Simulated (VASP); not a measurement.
# ZnS (F-43m) in VASP: further runs

The runs below take ZnS through relaxation of cell and atoms, with LDA.

All numbers are computed with VASP 6.6.1; they aren't measurements. Logs are shortened: lines on timing, memory, paths and dates and some standing lists are left out, and cuts for length are marked.

### 1 The cell of the first run

Symmetry: F-43m, No. 216, cubic system. Conventional cell: a = 5.297 Å, b = 5.297 Å, c = 5.297 Å, α = 90.00°, β = 90.00°, γ = 90.00°. Within 3.0 Å of Zn (site symmetry -43m) lie 4 S at 2.29 Å. Within 3.0 Å of S (site symmetry -43m) lie 4 Zn at 2.29 Å.

### 2 Relaxation of cell and atoms, LDA, target pressure 4 GPa, at which the enthalpy is minimised

INCAR

```
PREC     = Accurate       # precision mode
ENCUT    = 600            # plane-wave cutoff, eV
EDIFF    = 1E-6           # SCF threshold, eV
ISMEAR   = 0              # smearing method
SIGMA    = 0.01           # smearing width, eV
LREAL    = F              # projectors in reciprocal space
LASPH    = T              # aspherical terms in the spheres
NELM     = 80             # most SCF steps
ALGO     = Normal         # electronic algorithm
ISIF     = 3              # what is computed and relaxed
LWAVE    = F              # write WAVECAR
LCHARG   = F              # write CHGCAR
IBRION   = 2              # ionic algorithm
NSW      = 100            # ionic steps
EDIFFG   = -0.002         # ionic threshold
PSTRESS  = 40.0
```

KPOINTS

```
Automatic mesh
0
Gamma
  8 8 8
```

POSCAR

```
ZnS
1.0
    2.6484687084      2.6484687084      0.0000000000
   -2.6484687084      2.6484687084      0.0000000000
    0.0000000000      2.6484687084      2.6484687084
Zn S
1 1
Direct
    0.7500000000      0.2500000000      0.5000000000
    0.0000000000      0.0000000000      0.0000000000
```

Potentials or basis: VASP PAW LDA potentials, release 64 (Zn, S).

The run is started by

```bash
$ cat potpaw_LDA.64/Zn/POTCAR potpaw_LDA.64/S/POTCAR > POTCAR
$ mpirun -np 1 vasp_std > vasp.out
```

OUTCAR:

```text
PREC = Accurate
   ENCUT = 600
   EDIFF = 1E-6
   ISMEAR = 0
   LREAL = F
   LASPH = T
   NELM = 80
   ISIF = 3
   IBRION = 2
   NSW = 100
   EDIFFG = -0.002
   PSTRESS = 40.0

 ion  position               nearest neighbor table
   1  0.750  0.250  0.500-   2 2.29   2 2.29   2 2.29   2 2.29
   2  0.000  0.000  0.000-   1 2.29   1 2.29   1 2.29   1 2.29

  LATTYP: Found a face centered cubic cell.
 ALAT       =     5.2969374168

  Lattice vectors:

 A1 = (   0.0000000000,   2.6484687084,   2.6484687084)
 A2 = (   2.6484687084,   0.0000000000,   2.6484687084)
 A3 = (   2.6484687084,   2.6484687084,   0.0000000000)

Analysis of symmetry for initial positions (statically):
=====================================================================
 Subroutine PRICEL returns:
 Original cell was already a primitive cell.

 Routine SETGRP: Setting up the symmetry group for a
 face centered cubic supercell.

 Subroutine GETGRP returns: Found 24 space group operations
 (whereof 24 operations were pure point group operations)
 out of a pool of 48 trial point group operations.

The static configuration has the point symmetry T_d .

Analysis of symmetry for dynamics (positions and initial velocities):
=====================================================================
 Subroutine PRICEL returns:
 Original cell was already a primitive cell.

 Routine SETGRP: Setting up the symmetry group for a
 face centered cubic supercell.

 Subroutine GETGRP returns: Found 24 space group operations
 (whereof 24 operations were pure point group operations)
 out of a pool of 48 trial point group operations.

The dynamic configuration has the point symmetry T_d .

 Subroutine INISYM returns: Found 24 space group operations
 (whereof 24 operations are pure point group operations),
 and found     1 'primitive' translations

----------------------------------------------------------------------------------------

                                     Primitive cell

  volume of cell :      37.1548

  direct lattice vectors                    reciprocal lattice vectors
     2.648468708  2.648468708  0.000000000     0.188788336  0.188788336 -0.188788336
    -2.648468708  2.648468708  0.000000000    -0.188788336  0.188788336 -0.188788336
     0.000000000  2.648468708  2.648468708     0.000000000  0.000000000  0.377576672

  length of vectors
     3.745500367  3.745500367  3.745500367     0.326990990  0.326990990  0.377576672

  position of ions in fractional coordinates (direct lattice)
     0.750000000  0.250000000  0.500000000
     0.000000000  0.000000000  0.000000000

  ion indices of the primitive-cell ions
   primitive index   ion index
                 1           1
                 2           2

----------------------------------------------------------------------------------------

 KPOINTS: Automatic mesh

Automatic generation of k-mesh.
 Grid dimensions read from file:
 generate k-points for:    8    8    8

 Generating k-lattice:

  Cartesian coordinates                     Fractional coordinates (reciprocal lattice)
     0.023598542  0.023598542 -0.023598542     0.125000000  0.000000000  0.000000000
    -0.023598542  0.023598542 -0.023598542     0.000000000  0.125000000  0.000000000
     0.000000000  0.000000000  0.047197084     0.000000000  0.000000000  0.125000000

  Length of vectors
     0.040873874  0.040873874  0.047197084

  Shift w.r.t. Gamma in fractional coordinates (k-lattice)
     0.000000000  0.000000000  0.000000000

 Subroutine IBZKPT returns following result:
 ===========================================

 Found     29 irreducible k-points:

 Following reciprocal coordinates:
            Coordinates               Weight
  0.000000  0.000000  0.000000      1.000000
  0.125000  0.000000  0.000000      8.000000
  0.250000  0.000000  0.000000      8.000000
  0.375000  0.000000  0.000000      8.000000
  0.500000  0.000000  0.000000      4.000000
  0.125000  0.125000  0.000000     12.000000
[... 16 lines left out ...]
  0.375000  0.250000  0.125000     48.000000
  0.500000  0.250000  0.125000     24.000000
 [... further k-points ...]
   k-points           NKPTS =     29   k-points in BZ     NKDIM =     29   number of bands    NBANDS=     13
   number of dos      NEDOS =    301   number of ions     NIONS =      2
   total plane-waves  NPLWV =  27000
   dimension x,y,z NGX =    30 NGY =   30 NGZ =   30
   dimension x,y,z NGXF=    60 NGYF=   60 NGZF=   60
   ions per type =               1   1
   NGX,Y,Z   is equivalent  to a cutoff of  13.32, 13.32, 13.32 a.u.
   NGXF,Y,Z  is equivalent  to a cutoff of  26.63, 26.63, 26.63 a.u.
 SYSTEM =  unknown system
   PREC   = accura    normal or accurate (medium, high low for compatibility)
   ISTART =      0    job   : 0-new  1-cont  2-samecut
   ICHARG =      2    charge: 1-file 2-atom 10-const
   ISPIN  =      1    spin polarized calculation?
   LNONCOLLINEAR =      F non collinear calculations
   LSORBIT =      F    spin-orbit coupling
   LASPH  =      T    aspherical Exc in radial PAW
   ENCUT  =  600.0 eV  44.10 Ry    6.64 a.u.   7.48  7.48  7.48*2*pi/ulx,y,z
   NELM   =     80;   NELMIN=  2; NELMDL= -5     # of ELM steps
   EDIFF  = 0.1E-05   stopping-criterion for ELM
   LREAL  =      F    real-space projection
   EDIFFG = -.2E-02   stopping-criterion for IOM
   NSW    =    100    number of steps for IOM
   IBRION =      2    ionic relax: 0-MD 1-quasi-New 2-CG
   NFREE  =      1    steps in history (QN), initial steepest desc. (CG)
   ISIF   =      3    stress and relaxation
   ISYM   =      2    0-nonsym 1-usesym 2-fastsym
   POTIM  = 0.5000    time-step for ionic-motion
   TEBEG  =    0.0;   TEEND  =   0.0 temperature during run
   PSTRESS=   40.0 pullay stress
   NELECT =      18.0000    total number of electrons
   NUPDOWN=      -1.0000    fix difference up-down
   EMIN   =  10.00;   EMAX   =-10.00  energy-range for DOS
   EFERMI =   0.00;   METHOD = LEGACY
   ISMEAR =     0;   SIGMA  =   0.01  broadening in eV -4-tet -1-fermi 0-gaus
   EFERMI_NEDOS =   21; number of points for ismear=-14 and -15
   IALGO  =     38    algorithm
   IMIX   =      4    mixing-type and parameters
     AMIX     =   0.40;   BMIX     =  1.00
     AMIX_MAG =   1.60;   BMIX_MAG =  1.00
  volume/ion in A,a.u.               =      18.58       125.37
  Fermi-wavevector in a.u.,A,eV,Ry     =   1.285763  2.429739 22.492957  1.653186
  Thomas-Fermi vector in A             =   2.417878
   LORBIT       =      0    0 simple, 1 ext, 2 COOP (PROOUT), +10 PAW based schemes
   GGA     = CA    functional components
   LHFCALC =     F    Hartree Fock is set to
   AEXX    =    0.0000 exact exchange contribution
   IVDW    =     0    specifies the selected vdW correction
   LEPSILON=     F    determine dielectric tensor
   LRPA    =     F    only Hartree local field effects (RPA)
 conjugate gradient relaxation of ions
 non-spin polarized calculation
 Gauss-broadening in eV      SIGMA  =   0.01
  energy-cutoff  :      600.00
  volume of cell :       37.15
 maximum number of plane-waves:      1254
 NGX is ok and might be reduce to    30
   NGX = 15   NGY = 15   NGZ = 15

--------------------------------------- Ionic step        1  -------------------------------------------

 number of electron      17.9999987 magnetization

 Free energy of the ion-electron system (eV)
  ---------------------------------------------------
  ext. energy  EPLUGINS =         0.00000000
  ---------------------------------------------------
  free energy    TOTEN  =        -8.20770381 eV

  energy without entropy =       -8.20770381  energy(sigma->0) =       -8.20770381

------------------------ aborting loop because EDIFF is reached ----------------------------------------

  FORCE on cell =-STRESS in cart. coord.  units (eV):
  Direction    XX          YY          ZZ          XY          YZ          ZX
  --------------------------------------------------------------------------------------
  -------------------------------------------------------------------------------------
  Total        0.0598313      0.0598313      0.0598313      0.0000000     -0.0000000      0.0000000
  in kB        2.5800275      2.5800275      2.5800275      0.0000000     -0.0000000      0.0000000
  external PRESSURE =     -37.4199725 kB  Pullay stress =      40.0000000 kB

 VOLUME and BASIS-vectors are now :
 -----------------------------------------------------------------------------
  energy-cutoff  :      600.00
  volume of cell :       37.15
      direct lattice vectors                 reciprocal lattice vectors
     2.648468708  2.648468708  0.000000000     0.188788336  0.188788336 -0.188788336
    -2.648468708  2.648468708  0.000000000    -0.188788336  0.188788336 -0.188788336
     0.000000000  2.648468708  2.648468708     0.000000000  0.000000000  0.377576672
[... 198 lines left out ...]
  FREE ENERGIE OF THE ION-ELECTRON SYSTEM (eV)
  ---------------------------------------------------
  free  energy   TOTEN  =        -8.1892882933 eV

  energy  without entropy=       -8.1892882933  energy(sigma->0) =       -8.18928829

  enthalpy is  TOTEN    =        -7.2975430035 eV   P V=        0.8917452898

--------------------------------------- Ionic step        7  -------------------------------------------

 number of electron      17.9999991 magnetization

 Free energy of the ion-electron system (eV)
  ---------------------------------------------------
  ext. energy  EPLUGINS =         0.00000000
  ---------------------------------------------------
  free energy    TOTEN  =        -8.18918888 eV

  energy without entropy =       -8.18918888  energy(sigma->0) =       -8.18918888

 E-fermi :   3.0278     XC(G=0): -10.5014

 val. band max:        2.9230849888   @ k =   0.0000   0.0000   0.0000
 cond. band min:       5.2664822804   @ k =   0.0000   0.0000   0.0000
 fundamental gap:      2.3433972916
 Fermi energy:         3.0278018407

 k-point     1 :       0.0000    0.0000    0.0000
  band No.  band energies     occupation
      1     -10.9336      2.00000
      2      -4.0280      2.00000
      3      -4.0280      2.00000
      4      -4.0280      2.00000
      5      -3.4249      2.00000
      6      -3.4249      2.00000
      7       2.9231      2.00000
      8       2.9231      2.00000
      9       2.9231      2.00000
     10       5.2665      0.00000
     11       9.0924      0.00000
     12       9.0924      0.00000
     13       9.0924      0.00000

 k-point     2 :       0.1250    0.0000    0.0000
  band No.  band energies     occupation
      1     -10.7928      2.00000
      2      -4.0355      2.00000
      3      -4.0026      2.00000
      4      -4.0026      2.00000
      5      -3.4274      2.00000
      6      -3.4274      2.00000
      7       1.6957      2.00000
      8       2.7434      2.00000
      9       2.7434      2.00000
     10       6.0903      0.00000
     11       9.0661      0.00000
[... 339 lines left out ...]
 k-point    24 :       0.5000    0.2500    0.1250
  band No.  band energies     occupation
      1      -9.5950      2.00000
      2      -3.8910      2.00000
      3      -3.8121      2.00000
      4      -3.5174      2.00000
      5      -3.4113      2.00000
      6      -3.0922      2.00000
      7      -2.6266      2.00000
      8       0.1836      2.00000
      9       1.1762      2.00000
     10       7.9208      0.00000
     11       8.5974      0.00000
     12      10.8416      0.00000
     13      12.0504      0.00000

 [... further k-points ...]

------------------------ aborting loop because EDIFF is reached ----------------------------------------

  FORCE on cell =-STRESS in cart. coord.  units (eV):
  Direction    XX          YY          ZZ          XY          YZ          ZX
  --------------------------------------------------------------------------------------
  -------------------------------------------------------------------------------------
  Total        0.8943554      0.8943554      0.8943554      0.0000000      0.0000000      0.0000000
  in kB       40.1215490     40.1215490     40.1215490      0.0000000      0.0000000      0.0000000
  external PRESSURE =       0.1215490 kB  Pullay stress =      40.0000000 kB

 VOLUME and BASIS-vectors are now :
 -----------------------------------------------------------------------------
  energy-cutoff  :      600.00
  volume of cell :       35.71
      direct lattice vectors                 reciprocal lattice vectors
     2.613791874  2.613791874  0.000000000     0.191292966  0.191292966 -0.191292966
    -2.613791874  2.613791874 -0.000000000    -0.191292966  0.191292966 -0.191292966
     0.000000000  2.613791874  2.613791874    -0.000000000  0.000000000  0.382585932

 POSITION                                       TOTAL-FORCE (eV/Angst)
 -----------------------------------------------------------------------------------
      1.30690      3.92069      1.30690         0.000000     -0.000000      0.000000
      0.00000      0.00000     -0.00000        -0.000000      0.000000     -0.000000
 -----------------------------------------------------------------------------------
    total drift:                                0.000001      0.000000      0.000000

  FREE ENERGIE OF THE ION-ELECTRON SYSTEM (eV)
  ---------------------------------------------------
  free  energy   TOTEN  =        -8.1891888803 eV

  energy  without entropy=       -8.1891888803  energy(sigma->0) =       -8.18918888

  enthalpy is  TOTEN    =        -7.2975429840 eV   P V=        0.8916458963

 reached required accuracy - stopping structural energy minimisation
```

Wall time 35 s (1 thread of Intel Xeon Platinum 8559C (Emerald Rapids), shared host); peak memory 0.16 GiB.

What came out:

```yaml
Free_energy: -8.1892 eV
Relaxed_volume: 17.86 Å³/atom
Relaxed_cell: a = 3.696 Å, b = 3.696 Å, c = 3.696 Å, α = 60.00°, β = 60.00°, γ = 90.00°
Space_group_after_relaxing_to_0.05_Å: F-43m (No. 216)
Energy_change_on_relaxing_the_enthalpy_is_what_falls: +9.3 meV/atom
Ionic_steps: 7
Pressure_after_relaxing: 4.0 GPa
Band_gap_on_the_k_mesh: 2.34 eV, direct
```

The path:
```csv
step,energy change (eV),largest force (eV/Å),pressure (GPa),volume (Å³)
1,0.0000,0.0000,0.26,37.15
2,0.0464,0.0000,6.61,34.87
3,0.0184,0.0000,3.81,35.72
4,0.0199,0.0000,4.14,35.66
5,0.0192,0.0000,4.06,35.69
6,0.0184,0.0000,3.97,35.72
7,0.0185,0.0000,4.01,35.71
```

Final structure:
```cif
data_structure
_symmetry_space_group_name_H-M 'P 1'
_symmetry_Int_Tables_number 1
_cell_length_a 3.6965
_cell_length_b 3.6965
_cell_length_c 3.6965
_cell_angle_alpha 60.000
_cell_angle_beta 60.000
_cell_angle_gamma 90.000
_cell_volume 35.71
loop_
_atom_site_label
_atom_site_type_symbol
_atom_site_fract_x
_atom_site_fract_y
_atom_site_fract_z
_atom_site_occupancy
Zn1 Zn 0.75000 0.25000 0.50000 1
S1 S 0.00000 0.00000 0.00000 1
```

Caveat: the cell is relaxed towards a set pressure, so the enthalpy falls and the energy may rise. As with any semilocal functional, this LDA gap is likely too small.

### 3 Relaxation of cell and atoms, LDA, target pressure 7 GPa, at which the enthalpy is minimised

INCAR

```
PREC = Accurate ; ENCUT = 600
EDIFF = 1E-6 ; ISMEAR = 0
SIGMA = 0.01 ; LREAL = F
LASPH = T ; NELM = 60
ALGO = Normal ; ISIF = 3
LWAVE = F ; LCHARG = F
GGA = CA ; IBRION = 2
NSW = 100 ; EDIFFG = -0.002
PSTRESS = 70.0
```

KPOINTS is that of step 2.

POSCAR is that of step 2.

Potentials or basis: VASP PAW LDA potentials, release 64 (Zn, S).

The run is started by

```bash
$ cat potpaw_LDA.64/Zn/POTCAR potpaw_LDA.64/S/POTCAR > POTCAR
$ mpirun -np 1 vasp_std > vasp.out
```

Wall time 33 s (1 thread of Intel Xeon Platinum 8559C (Emerald Rapids), shared host); peak memory 0.16 GiB.

It converged, with:

* Free energy: -8.1571 eV
* Relaxed volume: 17.39 Å³/atom
* Relaxed cell: a = 3.664 Å, b = 3.664 Å, c = 3.664 Å, α = 60.00°, β = 60.00°, γ = 90.00°
* Space group after relaxing (to 0.05 Å): F-43m (No. 216)
* Energy change on relaxing (the enthalpy is what falls): +25.3 meV/atom
* Ionic steps: 5
* Pressure after relaxing: 7.0 GPa
* Band gap on the k mesh: 2.47 eV, direct

The path:
```tsv
step	energy change (eV)	largest force (eV/Å)	pressure (GPa)	volume (Å³)
1	0.0000	0.0000	0.26	37.15
2	0.1543	0.0000	13.29	33.11
3	0.0507	0.0000	6.91	34.77
4	0.0528	0.0000	7.10	34.72
5	0.0506	0.0000	6.98	34.77
```

Final structure:
```
Zn S
1.0
     2.59056    2.59056    0.00000
    -2.59056    2.59056    0.00000
     0.00000    2.59056    2.59056
Zn S
1 1
Cartesian
  1.2953 3.8858 1.2953
  0.0000 0.0000 0.0000
```

Levels at points of the mesh, in eV from the valence-band top:
| k point | band 6 | band 7 | band 8 | band 9 | band 10 | band 11 | band 12 | band 13 |
| --- | --- | --- | --- | --- | --- | --- | --- | --- |
| (0.00, 0.00, 0.00) | -6.46 | 0.00 | 0.00 | 0.00 | 2.47 | 6.14 | 6.14 | 6.14 |
| (0.50, 0.00, 0.00) | -6.34 | -6.13 | -1.08 | -1.08 | 3.35 | 6.70 | 6.70 | 9.06 |
| (0.50, 0.50, 0.00) | -6.18 | -5.19 | -2.74 | -2.74 | 2.89 | 3.83 | 11.70 | 12.66 |

Caveat: the cell is relaxed towards a set pressure, so the enthalpy falls and the energy may rise.

(Continued in part 2 of 2.)
